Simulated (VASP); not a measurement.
# Si2P3 (P-3m1) in VASP: further runs

The runs below take Si2P3 through single point, relaxation of cell and atoms, with PBE.

All numbers are computed with VASP 6.6.1; they aren't measurements. Logs are shortened: lines on timing, memory, paths and dates and some standing lists are left out, and cuts for length are marked.

### Step 1. The cell of the first run

It takes space group P-3m1 (No. 164, trigonal). The conventional cell has a = 3.466 Å, b = 3.466 Å, c = 7.774 Å, α = 90.00°, β = 90.00°, γ = 120.00°. Within 3.1 Å of Si (site symmetry 3m) lie 6 P at 2.33 to 2.54 Å. P (site symmetry -3m) has 6 Si at 2.54 Å within 3.3 Å. Within 3.1 Å of P (site symmetry 3m) lie 3 Si at 2.33 Å and 3 P at 3.01 Å.

### Step 2. Single point, PBE

Input file INCAR:

```
SYSTEM = Si2P3
PREC = Accurate ; ENCUT = 520
EDIFF = 1E-7 ; ISMEAR = 0
SIGMA = 0.1 ; LREAL = .False.
LASPH = .True. ; NELM = 80
ALGO = Normal ; ISIF = 2
LWAVE = .False. ; LCHARG = .False.
GGA = PE ; NBANDS = 20
```

Input file KPOINTS:

```
regular mesh
0
Gamma
  12 12 6
  0 0 0
```

Input file POSCAR:

```
Si2P3
1.0
    3.4657567797      0.0000000000      0.0000000000
   -1.7328783898      3.0014334146      0.0000000000
    0.0000000000      0.0000000000      7.7738925867
Si P
2 3
Direct
    0.3333333333      0.6666666667      0.2004249915
    0.6666666667      0.3333333333      0.7995750085
    0.0000000000      0.0000000000      0.0000000000
    0.3333333333      0.6666666667      0.6449074664
    0.6666666667      0.3333333333      0.3550925336
```

Potentials or basis: VASP PAW PBE potentials, release 64 (Si, P).

The run is started by

```console
cat potpaw_PBE.64/Si/POTCAR potpaw_PBE.64/P/POTCAR > POTCAR
mpirun -np 1 vasp_std > vasp.out
```

OUTCAR:

```text
SYSTEM = Si2P3
   PREC = Accurate
   ENCUT = 520
   EDIFF = 1E-7
   ISMEAR = 0
   LREAL = .False.
   LASPH = .True.
   NELM = 80
   ISIF = 2
   GGA = PE

 ion  position               nearest neighbor table
   1  0.333  0.667  0.200-   5 2.33   5 2.33   5 2.33   3 2.54   3 2.54   3 2.54
   2  0.667  0.333  0.800-   4 2.33   4 2.33   4 2.33   3 2.54   3 2.54   3 2.54
   3  0.000  0.000  0.000-   1 2.54   2 2.54   2 2.54   1 2.54   2 2.54   1 2.54
   4  0.333  0.667  0.645-   2 2.33   2 2.33   2 2.33
   5  0.667  0.333  0.355-   1 2.33   1 2.33   1 2.33

  LATTYP: Found a hexagonal cell.
 ALAT       =     3.4657567797
 C/A-ratio  =     2.2430577449

  Lattice vectors:

 A1 = (   3.4657567797,   0.0000000000,   0.0000000000)
 A2 = (  -1.7328783898,   3.0014334146,   0.0000000000)
 A3 = (   0.0000000000,   0.0000000000,   7.7738925867)

Analysis of symmetry for initial positions (statically):
=====================================================================
 Subroutine PRICEL returns:
 Original cell was already a primitive cell.

 Routine SETGRP: Setting up the symmetry group for a
 hexagonal supercell.

 Subroutine GETGRP returns: Found 12 space group operations
 (whereof 12 operations were pure point group operations)
 out of a pool of 24 trial point group operations.

The static configuration has the point symmetry D_3d.

Analysis of symmetry for dynamics (positions and initial velocities):
=====================================================================
 Subroutine PRICEL returns:
 Original cell was already a primitive cell.

 Routine SETGRP: Setting up the symmetry group for a
 hexagonal supercell.

 Subroutine GETGRP returns: Found 12 space group operations
 (whereof 12 operations were pure point group operations)
 out of a pool of 24 trial point group operations.

The dynamic configuration has the point symmetry D_3d.

 Subroutine INISYM returns: Found 12 space group operations
 (whereof 12 operations are pure point group operations),
 and found     1 'primitive' translations

----------------------------------------------------------------------------------------

                                     Primitive cell

  volume of cell :      80.8659

  direct lattice vectors                    reciprocal lattice vectors
[... 86 lines left out ...]
   ICHARG =      2    charge: 1-file 2-atom 10-const
   ISPIN  =      1    spin polarized calculation?
   LNONCOLLINEAR =      F non collinear calculations
   LSORBIT =      F    spin-orbit coupling
   LASPH  =      T    aspherical Exc in radial PAW
   ENCUT  =  520.0 eV  38.22 Ry    6.18 a.u.   6.44  6.44 14.45*2*pi/ulx,y,z
   NELM   =     80;   NELMIN=  2; NELMDL= -5     # of ELM steps
   EDIFF  = 0.1E-06   stopping-criterion for ELM
   LREAL  =      F    real-space projection
   EDIFFG = 0.1E-05   stopping-criterion for IOM
   NSW    =      0    number of steps for IOM
   IBRION =     -1    ionic relax: 0-MD 1-quasi-New 2-CG
   NFREE  =      0    steps in history (QN), initial steepest desc. (CG)
   ISIF   =      2    stress and relaxation
   ISYM   =      2    0-nonsym 1-usesym 2-fastsym
   POTIM  = 0.5000    time-step for ionic-motion
   TEBEG  =    0.0;   TEEND  =   0.0 temperature during run
   PSTRESS=    0.0 pullay stress
   NELECT =      23.0000    total number of electrons
   NUPDOWN=      -1.0000    fix difference up-down
   EMIN   =  10.00;   EMAX   =-10.00  energy-range for DOS
   EFERMI =   0.00;   METHOD = LEGACY
   ISMEAR =     0;   SIGMA  =   0.10  broadening in eV -4-tet -1-fermi 0-gaus
   EFERMI_NEDOS =   21; number of points for ismear=-14 and -15
   IALGO  =     38    algorithm
   IMIX   =      4    mixing-type and parameters
     AMIX     =   0.40;   BMIX     =  1.00
     AMIX_MAG =   1.60;   BMIX_MAG =  1.00
  volume/ion in A,a.u.               =      16.17       109.14
  Fermi-wavevector in a.u.,A,eV,Ry     =   1.076620  2.034516 15.770649  1.159110
  Thomas-Fermi vector in A             =   2.212509
   LORBIT       =      0    0 simple, 1 ext, 2 COOP (PROOUT), +10 PAW based schemes
   GGA     = PE    functional components
   LHFCALC =     F    Hartree Fock is set to
   AEXX    =    0.0000 exact exchange contribution
   IVDW    =     0    specifies the selected vdW correction
   LEPSILON=     F    determine dielectric tensor
   LRPA    =     F    only Hartree local field effects (RPA)
 non-spin polarized calculation
 Gauss-broadening in eV      SIGMA  =   0.10
  energy-cutoff  :      520.00
  volume of cell :       80.87
 maximum number of plane-waves:      2213
 NGX is ok and might be reduce to    28
   NGX = 13   NGY = 13   NGZ = 29

 number of electron      22.9999999 magnetization

 Free energy of the ion-electron system (eV)
  ---------------------------------------------------
  ext. energy  EPLUGINS =         0.00000000
  ---------------------------------------------------
  free energy    TOTEN  =       -26.32775239 eV

  energy without entropy =      -26.31640789  energy(sigma->0) =      -26.32208014

 E-fermi :   7.8689     XC(G=0): -10.6584

 val. band max:        7.8632980894   @ k =   0.1667  -0.0000   0.0000
 cond. band min:       7.8706789266   @ k =   0.0833   0.0000   0.1667
 fundamental gap:      0.0073808372
 Fermi energy:         7.8688638724

 k-point     1 :       0.0000    0.0000    0.0000
  band No.  band energies     occupation
      1      -6.6523      2.00000
      2      -4.9087      2.00000
      3      -3.8234      2.00000
      4       2.2538      2.00000
      5       3.1305      2.00000
      6       7.0041      2.00000
[... 541 lines left out ...]
     19      13.5330      0.00000
     20      13.8235      0.00000

 [... further k-points ...]
[... 5 lines left out ...]
  --------------------------------------------------------------------------------------
  -------------------------------------------------------------------------------------
  Total       -0.0603138     -0.0603138     -0.0384254     -0.0000000      0.0000000      0.0000000
  in kB       -1.1949829     -1.1949829     -0.7613134     -0.0000000      0.0000000      0.0000000
  external PRESSURE =      -1.0504264 kB  Pullay stress =       0.0000000 kB

 VOLUME and BASIS-vectors are now :
 -----------------------------------------------------------------------------
  energy-cutoff  :      520.00
  volume of cell :       80.87
      direct lattice vectors                 reciprocal lattice vectors
     3.465756780  0.000000000  0.000000000     0.288537270  0.166587071  0.000000000
    -1.732878390  3.001433415  0.000000000     0.000000000  0.333174141  0.000000000
     0.000000000  0.000000000  7.773892587     0.000000000  0.000000000  0.128635685

 POSITION                                       TOTAL-FORCE (eV/Angst)
 -----------------------------------------------------------------------------------
     -0.00000      2.00096      1.55808         0.000000      0.000000      0.012911
      1.73288      1.00048      6.21581        -0.000000     -0.000000     -0.012911
      0.00000      0.00000      0.00000        -0.000000      0.000000      0.000000
     -0.00000      2.00096      5.01344         0.000000     -0.000000      0.021131
      1.73288      1.00048      2.76045         0.000000      0.000000     -0.021131
 -----------------------------------------------------------------------------------
    total drift:                                0.000000     -0.000000     -0.000000

  FREE ENERGIE OF THE ION-ELECTRON SYSTEM (eV)
  ---------------------------------------------------
  free  energy   TOTEN  =       -26.3277523941 eV

  energy  without entropy=      -26.3164078891  energy(sigma->0) =      -26.32208014
```

stdout:

```text
POSCAR found type information on POSCAR SiP
 POSCAR found :  2 types and       5 ions
 scaLAPACK will be used
 LDA part: xc-table for (Slater+PW92), standard interpolation
 POSCAR, INCAR and KPOINTS ok, starting setup
 FFT: planning ... GRIDC
 FFT: planning ... GRID_SOFT
 FFT: planning ... GRID
 WAVECAR not read
 entering main loop
```

Run time: 2.5 min. Hardware: 1 thread of Intel Xeon Platinum 8488C (Sapphire Rapids), shared host; peak memory 0.27 GiB.

Results:

```
Free energy   : -26.3278 eV
Pressure      : -0.1 GPa
Largest force : 0.021 eV/Å
```

Forces on the atoms (eV/Å):
```
Si   0.000  0.000  0.013
Si   0.000  0.000 -0.013
P    0.000  0.000  0.000
P    0.000  0.000  0.021
P    0.000  0.000 -0.021
```

[end of part 1 of 2]
